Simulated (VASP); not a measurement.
# ZnSe (I-4m2) in VASP: notebook

ZnSe is run at these levels: LDA; tasks: single point.

All numbers are computed with VASP 6.6.1; they aren't measurements. Logs are shortened: lines on timing, memory, paths and dates and some standing lists are left out, and cuts for length are marked.

## Step 1: The cell of the first run

The structure is tetragonal, space group I-4m2 (No. 119). The conventional cell has a = 3.752 Å, b = 3.752 Å, c = 5.638 Å, α = 90.00°, β = 90.00°, γ = 90.00°. Within 3.1 Å of Zn (site symmetry -4m2) lie 4 Se at 2.35 Å. Se (site symmetry -4m2) has 4 Zn at 2.35 Å within 3.1 Å.

## Step 2: Single point, LDA (19.84 Å³/atom)

Contents of INCAR:

```
  PREC = Accurate
  ENCUT = 520
  EDIFF = 1E-6
  ISMEAR = 0
  SIGMA = 0.05
  LREAL = F
  LASPH = T
  NELM = 100
  ALGO = Normal
  ISIF = 2
  LWAVE = F
  LCHARG = F
  NBANDS = 16
```

Contents of KPOINTS:

```
regular mesh
0
Gamma
  10 10 10
```

Contents of POSCAR:

```
ZnSe
1.0
    0.0000000000      2.8189566886      2.6531357069
    2.6531357069      0.0000000000      2.6531357069
    2.6531357069      2.8189566886      0.0000000000
Zn Se
1 1
Direct
    0.0000000000      0.0000000000      0.0000000000
    0.7500000000      0.7500000000      0.7500000000
```

Potentials or basis: VASP PAW LDA potentials, release 64 (Zn, Se).

Launch:

```console
> cat potpaw_LDA.64/Zn/POTCAR potpaw_LDA.64/Se/POTCAR > POTCAR
> mpirun -np 1 vasp_std > vasp.out
```

OUTCAR:

```text
PREC = Accurate
   ENCUT = 520
   EDIFF = 1E-6
   ISMEAR = 0
   LREAL = F
   LASPH = T
   NELM = 100
   ISIF = 2

 ion  position               nearest neighbor table
   1  0.000  0.000  0.000-   2 2.35   2 2.35   2 2.35   2 2.35
   2  0.750  0.750  0.750-   1 2.35   1 2.35   1 2.35   1 2.35

  LATTYP: Found a body centered tetragonal cell.
 ALAT       =     3.7521004995
 C/A-ratio  =     1.5026019100

  Lattice vectors:

 A1 = (   0.0000000000,  -2.8189566886,   2.6531357069)
 A2 = (   0.0000000000,  -2.8189566886,  -2.6531357069)
 A3 = (   2.6531357069,   2.8189566886,   0.0000000000)

Analysis of symmetry for initial positions (statically):
=====================================================================
 Subroutine PRICEL returns:
 Original cell was already a primitive cell.

 Routine SETGRP: Setting up the symmetry group for a
 body centered tetragonal supercell.

 Subroutine GETGRP returns: Found  8 space group operations
 (whereof  8 operations were pure point group operations)
 out of a pool of 16 trial point group operations.

The static configuration has the point symmetry D_2d.

Analysis of symmetry for dynamics (positions and initial velocities):
=====================================================================
 Subroutine PRICEL returns:
 Original cell was already a primitive cell.

 Routine SETGRP: Setting up the symmetry group for a
 body centered tetragonal supercell.

 Subroutine GETGRP returns: Found  8 space group operations
 (whereof  8 operations were pure point group operations)
 out of a pool of 16 trial point group operations.

The dynamic configuration has the point symmetry D_2d.

 Subroutine INISYM returns: Found  8 space group operations
 (whereof  8 operations are pure point group operations),
 and found     1 'primitive' translations

----------------------------------------------------------------------------------------

                                     Primitive cell

  volume of cell :      39.6860

  direct lattice vectors                    reciprocal lattice vectors
     0.000000000  2.818956689  2.653135707    -0.188456248  0.177370586  0.188456248
     2.653135707  0.000000000  2.653135707     0.188456248 -0.177370586  0.188456248
     2.653135707  2.818956689  0.000000000     0.188456248  0.177370586 -0.188456248

  length of vectors
     3.871129795  3.752100500  3.871129795     0.320143467  0.320143467  0.320143467

  position of ions in fractional coordinates (direct lattice)
     0.000000000  0.000000000  0.000000000
     0.750000000  0.750000000  0.750000000

  ion indices of the primitive-cell ions
   primitive index   ion index
                 1           1
                 2           2

----------------------------------------------------------------------------------------

 KPOINTS: regular mesh

Automatic generation of k-mesh.
 Grid dimensions read from file:
 generate k-points for:   10   10   10

 Generating k-lattice:

  Cartesian coordinates                     Fractional coordinates (reciprocal lattice)
    -0.018845625  0.017737059  0.018845625     0.100000000  0.000000000 -0.000000000
     0.018845625 -0.017737059  0.018845625     0.000000000  0.100000000  0.000000000
     0.018845625  0.017737059 -0.018845625    -0.000000000  0.000000000  0.100000000

  Length of vectors
     0.032014347  0.032014347  0.032014347

  Shift w.r.t. Gamma in fractional coordinates (k-lattice)
     0.000000000  0.000000000  0.000000000

 Subroutine IBZKPT returns following result:
 ===========================================

 Found    102 irreducible k-points:

 Following reciprocal coordinates:
            Coordinates               Weight
  0.000000  0.000000  0.000000      1.000000
  0.100000  0.000000  0.000000      8.000000
  0.200000  0.000000  0.000000      8.000000
  0.300000  0.000000  0.000000      8.000000
  0.400000  0.000000 -0.000000      8.000000
  0.500000  0.000000  0.000000      4.000000
[... 16 lines left out ...]
  0.300000  0.300000  0.000000      4.000000
  0.400000  0.300000  0.000000     16.000000
 [... further k-points ...]
   k-points           NKPTS =    102   k-points in BZ     NKDIM =    102   number of bands    NBANDS=     16
   number of dos      NEDOS =    301   number of ions     NIONS =      2
   total plane-waves  NPLWV =  25200
   dimension x,y,z NGX =    30 NGY =   28 NGZ =   30
   dimension x,y,z NGXF=    60 NGYF=   56 NGZF=   60
   ions per type =               1   1
   NGX,Y,Z   is equivalent  to a cutoff of  12.88, 12.41, 12.88 a.u.
   NGXF,Y,Z  is equivalent  to a cutoff of  25.77, 24.81, 25.77 a.u.
 SYSTEM =  unknown system
   PREC   = accura    normal or accurate (medium, high low for compatibility)
   ISTART =      0    job   : 0-new  1-cont  2-samecut
   ICHARG =      2    charge: 1-file 2-atom 10-const
   ISPIN  =      1    spin polarized calculation?
   LNONCOLLINEAR =      F non collinear calculations
   LSORBIT =      F    spin-orbit coupling
   LASPH  =      T    aspherical Exc in radial PAW
   ENCUT  =  520.0 eV  38.22 Ry    6.18 a.u.   7.20  6.98  7.20*2*pi/ulx,y,z
   NELM   =    100;   NELMIN=  2; NELMDL= -5     # of ELM steps
   EDIFF  = 0.1E-05   stopping-criterion for ELM
   LREAL  =      F    real-space projection
   EDIFFG = 0.1E-04   stopping-criterion for IOM
   NSW    =      0    number of steps for IOM
   IBRION =     -1    ionic relax: 0-MD 1-quasi-New 2-CG
   NFREE  =      0    steps in history (QN), initial steepest desc. (CG)
   ISIF   =      2    stress and relaxation
   ISYM   =      2    0-nonsym 1-usesym 2-fastsym
   POTIM  = 0.5000    time-step for ionic-motion
   TEBEG  =    0.0;   TEEND  =   0.0 temperature during run
   PSTRESS=    0.0 pullay stress
   NELECT =      18.0000    total number of electrons
   NUPDOWN=      -1.0000    fix difference up-down
   EMIN   =  10.00;   EMAX   =-10.00  energy-range for DOS
   EFERMI =   0.00;   METHOD = LEGACY
   ISMEAR =     0;   SIGMA  =   0.05  broadening in eV -4-tet -1-fermi 0-gaus
   EFERMI_NEDOS =   21; number of points for ismear=-14 and -15
   IALGO  =     38    algorithm
   IMIX   =      4    mixing-type and parameters
     AMIX     =   0.40;   BMIX     =  1.00
     AMIX_MAG =   1.60;   BMIX_MAG =  1.00
  volume/ion in A,a.u.               =      19.84       133.91
  Fermi-wavevector in a.u.,A,eV,Ry     =   1.257824  2.376943 21.526067  1.582121
  Thomas-Fermi vector in A             =   2.391464
   LORBIT       =      0    0 simple, 1 ext, 2 COOP (PROOUT), +10 PAW based schemes
   GGA     = CA    functional components
   LHFCALC =     F    Hartree Fock is set to
   AEXX    =    0.0000 exact exchange contribution
   IVDW    =     0    specifies the selected vdW correction
   LEPSILON=     F    determine dielectric tensor
   LRPA    =     F    only Hartree local field effects (RPA)
 non-spin polarized calculation
 Gauss-broadening in eV      SIGMA  =   0.05
  energy-cutoff  :      520.00
  volume of cell :       39.69
 maximum number of plane-waves:      1084
 NGX is ok and might be reduce to    30
   NGX = 15   NGY = 13   NGZ = 15

 number of electron      18.0000004 magnetization

 Free energy of the ion-electron system (eV)
  ---------------------------------------------------
  ext. energy  EPLUGINS =         0.00000000
  ---------------------------------------------------
  free energy    TOTEN  =        -7.27915135 eV

  energy without entropy =       -7.27915135  energy(sigma->0) =       -7.27915135

 E-fermi :   3.1727     XC(G=0): -10.3236

 val. band max:        2.9025737236   @ k =   0.0000   0.0000   0.0000
 cond. band min:       4.4515855789   @ k =   0.0000   0.0000   0.0000
 fundamental gap:      1.5490118553
 Fermi energy:         3.1727007804

 k-point     1 :       0.0000    0.0000    0.0000
  band No.  band energies     occupation
      1     -11.4482      2.00000
      2      -4.4775      2.00000
      3      -4.4438      2.00000
      4      -4.4438      2.00000
      5      -3.9802      2.00000
      6      -3.9546      2.00000
[... 8 lines left out ...]
     15      13.8747      0.00000
     16      15.0450      0.00000

 k-point     2 :       0.1000    0.0000    0.0000
  band No.  band energies     occupation
      1     -11.3640      2.00000
      2      -4.4717      2.00000
      3      -4.4398      2.00000
      4      -4.4294      2.00000
      5      -3.9803      2.00000
      6      -3.9576      2.00000
[... 8 lines left out ...]
     15      13.7146      0.00000
     16      14.3047      0.00000

 k-point     3 :       0.2000    0.0000    0.0000
  band No.  band energies     occupation
      1     -11.1301      2.00000
      2      -4.4569      2.00000
      3      -4.4141      2.00000
      4      -4.3933      2.00000
      5      -3.9767      2.00000
      6      -3.9628      2.00000
[... 8 lines left out ...]
     15      13.5696      0.00000
     16      14.0304      0.00000

 k-point     4 :       0.3000    0.0000    0.0000
  band No.  band energies     occupation
      1     -10.8086      2.00000
      2      -4.4048      2.00000
      3      -4.3587      2.00000
      4      -4.3536      2.00000
      5      -3.9623      2.00000
      6      -3.9621      2.00000
[... 8 lines left out ...]
     15      13.7659      0.00000
     16      13.9537      0.00000
[... 324 lines left out ...]
 k-point    22 :      -0.2000    0.2000   -0.0000
  band No.  band energies     occupation
      1     -10.7074      2.00000
      2      -4.3744      2.00000
      3      -4.3549      2.00000
      4      -4.3239      2.00000
      5      -3.9915      2.00000
      6      -3.9407      2.00000
[... 8 lines left out ...]
     15      15.2073      0.00000
     16      16.6647      0.00000

 k-point    23 :       0.3000    0.3000    0.0000
  band No.  band energies     occupation
      1     -10.5634      2.00000
      2      -4.5259      2.00000
      3      -4.2965      2.00000
      4      -4.2350      2.00000
      5      -3.9867      2.00000
      6      -3.9223      2.00000
[... 8 lines left out ...]
     15      15.4905      0.00000
     16      18.6892      0.00000

 k-point    24 :       0.4000    0.3000    0.0000
  band No.  band energies     occupation
      1     -10.3265      2.00000
      2      -4.4972      2.00000
      3      -4.2506      2.00000
      4      -4.1847      2.00000
      5      -3.9393      2.00000
      6      -3.8999      2.00000
[... 8 lines left out ...]
     15      16.3066      0.00000
     16      18.5172      0.00000

 [... further k-points ...]

------------------------ aborting loop because EDIFF is reached ----------------------------------------

  FORCE on cell =-STRESS in cart. coord.  units (eV):
  Direction    XX          YY          ZZ          XY          YZ          ZX
  --------------------------------------------------------------------------------------
  -------------------------------------------------------------------------------------
  Total        2.0882641      1.4888707      2.0882641      0.0000000      0.0000000      0.0000000
  in kB       84.3060360     60.1077169     84.3060360      0.0000000      0.0000000      0.0000000
  external PRESSURE =      76.2399296 kB  Pullay stress =       0.0000000 kB

 VOLUME and BASIS-vectors are now :
 -----------------------------------------------------------------------------
  energy-cutoff  :      520.00
  volume of cell :       39.69
      direct lattice vectors                 reciprocal lattice vectors
     0.000000000  2.818956689  2.653135707    -0.188456248  0.177370586  0.188456248
     2.653135707  0.000000000  2.653135707     0.188456248 -0.177370586  0.188456248
     2.653135707  2.818956689  0.000000000     0.188456248  0.177370586 -0.188456248

 POSITION                                       TOTAL-FORCE (eV/Angst)
 -----------------------------------------------------------------------------------
      0.00000      0.00000      0.00000         0.000000      0.000000      0.000000
      3.97970      4.22844      3.97970        -0.000000     -0.000000     -0.000000
 -----------------------------------------------------------------------------------
    total drift:                               -0.000006     -0.000004     -0.000006

  FREE ENERGIE OF THE ION-ELECTRON SYSTEM (eV)
  ---------------------------------------------------
  free  energy   TOTEN  =        -7.2791513516 eV

  energy  without entropy=       -7.2791513516  energy(sigma->0) =       -7.27915135
```

Run time: 95 s. Hardware: 1 thread of Intel Xeon 8259CL, shared host; peak memory 0.19 GiB.

What came out:

| Quantity | Value |
| --- | --- |
| Free energy | -7.2792 eV |
| Pressure | 7.6 GPa |
| Band gap on the k mesh | 1.55 eV |

Caveat: the cell stands under pressure.

## Step 3: Single point, LDA (20.71 Å³/atom)

This run uses another cell than the first one, of 20.71 Å³/atom.

Contents of INCAR:

```
SYSTEM = ZnSe
ALGO = Normal
EDIFF = 1E-6
ENCUT = 520
GGA = CA
ISIF = 2
ISMEAR = 0
LASPH = .TRUE.
LCHARG = .FALSE.
LREAL = .FALSE.
LWAVE = .FALSE.
NBANDS = 16
NELM = 60
PREC = Accurate
SIGMA = 0.05
```

Contents of KPOINTS:

```
k-points
0
G
  10 10 10
  0 0 0
```

Contents of POSCAR:

```
ZnSe
1.0
    0.0000000000      2.8592449477      2.6910540684
    2.6910540684      0.0000000000      2.6910540684
    2.6910540684      2.8592449477      0.0000000000
Zn Se
1 1
Direct
    0.0000000000      0.0000000000      0.0000000000
    0.7500000000      0.7500000000      0.7500000000
```

Potentials or basis: VASP PAW LDA potentials, release 64 (Zn, Se).

Launch:

```console
> cat potpaw_LDA.64/Zn/POTCAR potpaw_LDA.64/Se/POTCAR > POTCAR
> mpirun -np 1 vasp_std > vasp.out
```

Wall time 93 s (1 thread of Intel Xeon 8259CL, shared host); peak memory 0.2 GiB.

It converged, with:

| Item | Value |
| --- | --- |
| Free energy | -7.3387 eV |
| Pressure | 3.6 GPa |
| Band gap on the k mesh | 1.36 eV |

Stress tensor (GPa, compression positive):
```
4.40 0.00 0.00
0.00 1.86 0.00
0.00 0.00 4.40
```

Levels at points of the mesh, in eV from the valence-band top:
| k point | band 5 | band 6 | band 7 | band 8 | band 9 | band 10 | band 11 | band 12 | band 13 | band 14 |
| --- | --- | --- | --- | --- | --- | --- | --- | --- | --- | --- |
| (0.00, 0.00, 0.00) | -6.71 | -6.69 | -0.28 | 0.00 | 0.00 | 1.36 | 5.60 | 5.60 | 5.61 | 9.92 |
| (0.50, 0.00, 0.00) | -6.68 | -6.51 | -6.00 | -1.31 | -0.90 | 2.39 | 5.99 | 6.45 | 8.52 | 11.10 |
| (0.50, 0.50, 0.00) | -6.65 | -6.46 | -5.20 | -2.82 | -2.69 | 2.40 | 3.02 | 11.15 | 11.31 | 11.81 |
| (0.50, 0.00, 0.50) | -6.65 | -6.55 | -5.58 | -2.40 | -2.40 | 2.73 | 3.61 | 10.74 | 11.70 | 11.70 |

Caveat: the cell stands under pressure.
